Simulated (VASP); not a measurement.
Rh, 1 atom in the cell. Symmetry: I4/mmm, No. 139, tetragonal system. Conventional cell: a = 3.269 Å, b = 3.269 Å, c = 2.909 Å, α = 90.00°, β = 90.00°, γ = 90.00°. Within 3.6 Å of Rh (site symmetry 4/mmm) lie 14 Rh at 2.73 to 3.27 Å.  This cell differs from its parent crystal: volume 15.545 Å^3 an atom, c/a of the conventional cell 0.6292.

- Program: VASP 6.6.1
- Task: single point
- Functional: PBE
- Potentials or basis: VASP PAW PBE potentials, release 64 (Rh_pv)
- Cutoff: 520 eV
- k mesh: 22 × 22 × 22
- Occupations: gaussian, width 0.15 eV
- Spin: no spin polarisation
- Dipole correction: no
- Further INCAR settings: ALGO = Fast; EDIFF = 1e-06; NBANDS = 14

Potentials or basis: VASP PAW PBE potentials, release 64 (Rh_pv).

Launch:

```bash
$ cat potpaw_PBE.64/Rh_pv/POTCAR > POTCAR
$ mpirun -np 1 vasp_std > vasp.out
```

Hardware: 1 thread of Intel(R) Xeon(R) Platinum 8488C (Sapphire Rapids), with other jobs on the host.

Estimate the wall time of this run.

Wall time 80 s on 1 thread of Intel(R) Xeon(R) Platinum 8488C (Sapphire Rapids) (shared host), peak memory 0.26 GiB. Counts: scf iterations 12, k points 834.
